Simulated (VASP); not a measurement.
# GaN (kat) (F-43m) in VASP: notebook

Runs on GaN (kat). Level: LDA. Tasks: single point, relaxation of the atoms.

Program: VASP 6.6.1. These are calculated values, not measurements. Logs are shortened: lines on timing, memory, paths and dates and some standing lists are left out, and cuts for length are marked.

**1. The cell of the first run**

Symmetry: F-43m, No. 216, cubic system. The conventional cell has a = 4.498 Å, b = 4.498 Å, c = 4.498 Å, α = 90.00°, β = 90.00°, γ = 90.00°. Within 2.6 Å of Ga (site symmetry -43m) lie 4 N at 1.95 Å. Within 2.6 Å of N (site symmetry -43m) lie 4 Ga at 1.95 Å.

**2. Single point, LDA (strained cell)**

File INCAR:

```
ALGO     = Normal         # electronic algorithm
EDIFF    = 1E-7           # SCF threshold, eV
ENCUT    = 520            # plane-wave cutoff, eV
GGA      = CA             # functional
ISIF     = 2              # what is computed and relaxed
ISMEAR   = 0              # smearing method
LASPH    = True           # aspherical terms in the spheres
LCHARG   = False          # write CHGCAR
LREAL    = False          # projectors in reciprocal space
LWAVE    = False          # write WAVECAR
NBANDS   = 16             # bands
NELM     = 60             # most SCF steps
PREC     = Accurate       # precision mode
SIGMA    = 0.02           # smearing width, eV
```

File KPOINTS:

```
k-points
0
Gamma
  10 10 10
```

File POSCAR:

```
GaN
1.0
    0.0000000000      2.2490778363      2.2490778363
    2.2490778363      0.0000000000      2.2490778363
    2.2490778363      2.2490778363      0.0000000000
Ga N
1 1
Direct
    0.0000000000      0.0000000000      0.0000000000
    0.2500000000      0.2500000000      0.2500000000
```

Potentials or basis: VASP PAW LDA potentials, release 64 (Ga_d, N).

On the command line:

```console
$ cat potpaw_LDA.64/Ga_d/POTCAR potpaw_LDA.64/N/POTCAR > POTCAR
$ mpirun -np 1 vasp_std > vasp.out
```

OUTCAR:

```text
EDIFF = 1E-7
   ENCUT = 520
   GGA = CA
   ISIF = 2
   ISMEAR = 0
   LASPH = True
   LREAL = False
   NELM = 60
   PREC = Accurate

 ion  position               nearest neighbor table
   1  0.000  0.000  0.000-   2 1.95   2 1.95   2 1.95   2 1.95
   2  0.250  0.250  0.250-   1 1.95   1 1.95   1 1.95   1 1.95

  LATTYP: Found a face centered cubic cell.
 ALAT       =     4.4981556726

  Lattice vectors:

 A1 = (   0.0000000000,   2.2490778363,   2.2490778363)
 A2 = (   2.2490778363,   0.0000000000,   2.2490778363)
 A3 = (   2.2490778363,   2.2490778363,   0.0000000000)

Analysis of symmetry for initial positions (statically):
=====================================================================
 Subroutine PRICEL returns:
 Original cell was already a primitive cell.

 Routine SETGRP: Setting up the symmetry group for a
 face centered cubic supercell.

 Subroutine GETGRP returns: Found 24 space group operations
 (whereof 24 operations were pure point group operations)
 out of a pool of 48 trial point group operations.

The static configuration has the point symmetry T_d .

Analysis of symmetry for dynamics (positions and initial velocities):
=====================================================================
 Subroutine PRICEL returns:
 Original cell was already a primitive cell.

 Routine SETGRP: Setting up the symmetry group for a
 face centered cubic supercell.

 Subroutine GETGRP returns: Found 24 space group operations
 (whereof 24 operations were pure point group operations)
 out of a pool of 48 trial point group operations.

The dynamic configuration has the point symmetry T_d .

 Subroutine INISYM returns: Found 24 space group operations
 (whereof 24 operations are pure point group operations),
 and found     1 'primitive' translations

----------------------------------------------------------------------------------------

                                     Primitive cell

  volume of cell :      22.7533

  direct lattice vectors                    reciprocal lattice vectors
     0.000000000  2.249077836  2.249077836    -0.222313337  0.222313337  0.222313337
     2.249077836  0.000000000  2.249077836     0.222313337 -0.222313337  0.222313337
     2.249077836  2.249077836  0.000000000     0.222313337  0.222313337 -0.222313337

  length of vectors
     3.180676379  3.180676379  3.180676379     0.385057996  0.385057996  0.385057996

  position of ions in fractional coordinates (direct lattice)
     0.000000000  0.000000000  0.000000000
     0.250000000  0.250000000  0.250000000

  ion indices of the primitive-cell ions
   primitive index   ion index
                 1           1
                 2           2

----------------------------------------------------------------------------------------

 KPOINTS: k-points

Automatic generation of k-mesh.
 Grid dimensions read from file:
 generate k-points for:   10   10   10

 Generating k-lattice:

  Cartesian coordinates                     Fractional coordinates (reciprocal lattice)
    -0.022231334  0.022231334  0.022231334     0.100000000  0.000000000  0.000000000
     0.022231334 -0.022231334  0.022231334     0.000000000  0.100000000  0.000000000
     0.022231334  0.022231334 -0.022231334     0.000000000  0.000000000  0.100000000

  Length of vectors
     0.038505800  0.038505800  0.038505800

  Shift w.r.t. Gamma in fractional coordinates (k-lattice)
     0.000000000  0.000000000  0.000000000

 Subroutine IBZKPT returns following result:
 ===========================================

 Found     47 irreducible k-points:

 Following reciprocal coordinates:
            Coordinates               Weight
  0.000000  0.000000  0.000000      1.000000
  0.100000  0.000000  0.000000      8.000000
  0.200000  0.000000  0.000000      8.000000
  0.300000  0.000000  0.000000      8.000000
  0.400000  0.000000  0.000000      8.000000
  0.500000  0.000000  0.000000      4.000000
[... 16 lines left out ...]
  0.300000  0.300000  0.000000      6.000000
  0.400000  0.300000  0.000000     24.000000
 [... further k-points ...]
   k-points           NKPTS =     47   k-points in BZ     NKDIM =     47   number of bands    NBANDS=     16
   number of dos      NEDOS =    301   number of ions     NIONS =      2
   total plane-waves  NPLWV =  13824
   dimension x,y,z NGX =    24 NGY =   24 NGZ =   24
   dimension x,y,z NGXF=    48 NGYF=   48 NGZF=   48
   ions per type =               1   1
   NGX,Y,Z   is equivalent  to a cutoff of  12.54, 12.54, 12.54 a.u.
   NGXF,Y,Z  is equivalent  to a cutoff of  25.09, 25.09, 25.09 a.u.
 SYSTEM =  unknown system
   PREC   = accura    normal or accurate (medium, high low for compatibility)
   ISTART =      0    job   : 0-new  1-cont  2-samecut
   ICHARG =      2    charge: 1-file 2-atom 10-const
   ISPIN  =      1    spin polarized calculation?
   LNONCOLLINEAR =      F non collinear calculations
   LSORBIT =      F    spin-orbit coupling
   LASPH  =      T    aspherical Exc in radial PAW
   ENCUT  =  520.0 eV  38.22 Ry    6.18 a.u.   5.91  5.91  5.91*2*pi/ulx,y,z
   NELM   =     60;   NELMIN=  2; NELMDL= -5     # of ELM steps
   EDIFF  = 0.1E-06   stopping-criterion for ELM
   LREAL  =      F    real-space projection
   EDIFFG = 0.1E-05   stopping-criterion for IOM
   NSW    =      0    number of steps for IOM
   IBRION =     -1    ionic relax: 0-MD 1-quasi-New 2-CG
   NFREE  =      0    steps in history (QN), initial steepest desc. (CG)
   ISIF   =      2    stress and relaxation
   ISYM   =      2    0-nonsym 1-usesym 2-fastsym
   POTIM  = 0.5000    time-step for ionic-motion
   TEBEG  =    0.0;   TEEND  =   0.0 temperature during run
   PSTRESS=    0.0 pullay stress
   NELECT =      18.0000    total number of electrons
   NUPDOWN=      -1.0000    fix difference up-down
   EMIN   =  10.00;   EMAX   =-10.00  energy-range for DOS
   EFERMI =   0.00;   METHOD = LEGACY
   ISMEAR =     0;   SIGMA  =   0.02  broadening in eV -4-tet -1-fermi 0-gaus
   EFERMI_NEDOS =   21; number of points for ismear=-14 and -15
   IALGO  =     38    algorithm
   IMIX   =      4    mixing-type and parameters
     AMIX     =   0.40;   BMIX     =  1.00
     AMIX_MAG =   1.60;   BMIX_MAG =  1.00
  volume/ion in A,a.u.               =      11.38        76.77
  Fermi-wavevector in a.u.,A,eV,Ry     =   1.514088  2.861212 31.190855  2.292463
  Thomas-Fermi vector in A             =   2.623792
   LORBIT       =      0    0 simple, 1 ext, 2 COOP (PROOUT), +10 PAW based schemes
   GGA     = CA    functional components
   LHFCALC =     F    Hartree Fock is set to
   AEXX    =    0.0000 exact exchange contribution
   IVDW    =     0    specifies the selected vdW correction
   LEPSILON=     F    determine dielectric tensor
   LRPA    =     F    only Hartree local field effects (RPA)
 non-spin polarized calculation
 Gauss-broadening in eV      SIGMA  =   0.02
  energy-cutoff  :      520.00
  volume of cell :       22.75
 maximum number of plane-waves:       622
   NGX = 11   NGY = 11   NGZ = 11

 number of electron      18.0000006 magnetization

 Free energy of the ion-electron system (eV)
  ---------------------------------------------------
  ext. energy  EPLUGINS =         0.00000000
  ---------------------------------------------------
  free energy    TOTEN  =       -13.93715260 eV

  energy without entropy =      -13.93715260  energy(sigma->0) =      -13.93715260

 E-fermi :   5.2039     XC(G=0): -12.1498

 val. band max:        5.0959296970   @ k =   0.0000   0.0000   0.0000
 cond. band min:       6.8819685582   @ k =   0.0000   0.0000   0.0000
 fundamental gap:      1.7860388611
 Fermi energy:         5.2039317565

 k-point     1 :       0.0000    0.0000    0.0000
  band No.  band energies     occupation
      1     -10.7580      2.00000
      2      -8.4626      2.00000
      3      -8.4626      2.00000
      4      -8.4626      2.00000
      5      -8.1386      2.00000
      6      -8.1386      2.00000
[... 8 lines left out ...]
     15      23.8220      0.00000
     16      23.8220      0.00000

 k-point     2 :       0.1000    0.0000    0.0000
  band No.  band energies     occupation
      1     -10.6453      2.00000
      2      -8.4487      2.00000
      3      -8.4487      2.00000
      4      -8.4222      2.00000
      5      -8.1400      2.00000
      6      -8.1400      2.00000
[... 8 lines left out ...]
     15      22.5599      0.00000
     16      22.5599      0.00000

 k-point     3 :       0.2000    0.0000    0.0000
  band No.  band energies     occupation
      1     -10.3657      2.00000
      2      -8.4167      2.00000
      3      -8.4167      2.00000
      4      -8.2487      2.00000
      5      -8.1388      2.00000
      6      -8.1388      2.00000
[... 8 lines left out ...]
     15      21.7933      0.00000
     16      21.7933      0.00000

 k-point     4 :       0.3000    0.0000    0.0000
  band No.  band energies     occupation
      1     -10.0825      2.00000
      2      -8.3884      2.00000
      3      -8.3884      2.00000
      4      -8.1250      2.00000
      5      -8.1250      2.00000
      6      -7.8168      2.00000
[... 8 lines left out ...]
     15      22.2656      0.00000
     16      22.2656      0.00000
[... 324 lines left out ...]
 k-point    22 :      -0.2000    0.2000    0.0000
  band No.  band energies     occupation
      1      -9.9961      2.00000
      2      -8.3725      2.00000
      3      -8.3567      2.00000
      4      -8.1617      2.00000
      5      -8.1505      2.00000
      6      -7.6288      2.00000
[... 8 lines left out ...]
     15      22.2961      0.00000
     16      25.5317      0.00000

 k-point    23 :       0.3000    0.3000    0.0000
  band No.  band energies     occupation
      1      -9.9162      2.00000
      2      -8.3141      2.00000
      3      -8.2697      2.00000
      4      -8.2697      2.00000
      5      -8.0872      2.00000
      6      -7.6033      2.00000
[... 8 lines left out ...]
     15      27.1268      0.00000
     16      27.5094      0.00000

 k-point    24 :       0.4000    0.3000    0.0000
  band No.  band energies     occupation
      1      -9.8165      2.00000
      2      -8.3334      2.00000
      3      -8.2353      2.00000
      4      -8.2344      2.00000
      5      -8.0768      2.00000
      6      -7.1046      2.00000
[... 8 lines left out ...]
     15      27.3588      0.00000
     16      27.4832      0.00000

 [... further k-points ...]

------------------------ aborting loop because EDIFF is reached ----------------------------------------

  FORCE on cell =-STRESS in cart. coord.  units (eV):
  Direction    XX          YY          ZZ          XY          YZ          ZX
  --------------------------------------------------------------------------------------
  -------------------------------------------------------------------------------------
  Total       -0.6342399     -0.6342399     -0.6342399      0.0000000      0.0000000     -0.0000000
  in kB      -44.6602040    -44.6602040    -44.6602040      0.0000000      0.0000000     -0.0000000
  external PRESSURE =     -44.6602040 kB  Pullay stress =       0.0000000 kB

 VOLUME and BASIS-vectors are now :
 -----------------------------------------------------------------------------
  energy-cutoff  :      520.00
  volume of cell :       22.75
      direct lattice vectors                 reciprocal lattice vectors
     0.000000000  2.249077836  2.249077836    -0.222313337  0.222313337  0.222313337
     2.249077836  0.000000000  2.249077836     0.222313337 -0.222313337  0.222313337
     2.249077836  2.249077836  0.000000000     0.222313337  0.222313337 -0.222313337

 POSITION                                       TOTAL-FORCE (eV/Angst)
 -----------------------------------------------------------------------------------
      0.00000      0.00000      0.00000         0.000000      0.000000      0.000000
      1.12454      1.12454      1.12454        -0.000000     -0.000000     -0.000000
 -----------------------------------------------------------------------------------
    total drift:                                0.000002      0.000002      0.000002

  FREE ENERGIE OF THE ION-ELECTRON SYSTEM (eV)
  ---------------------------------------------------
  free  energy   TOTEN  =       -13.9371525953 eV

  energy  without entropy=      -13.9371525953  energy(sigma->0) =      -13.93715260
```

Run time: 38 s. Hardware: 1 thread of AMD EPYC 7R13, shared host; peak memory 0.11 GiB.

Results:

- Free energy: -13.9372 eV
- Pressure: -4.5 GPa
- Band gap on the k mesh: 1.79 eV, direct

Caveat: the cell differs from its parent crystal (strained cell).

[end of part 1 of 2]
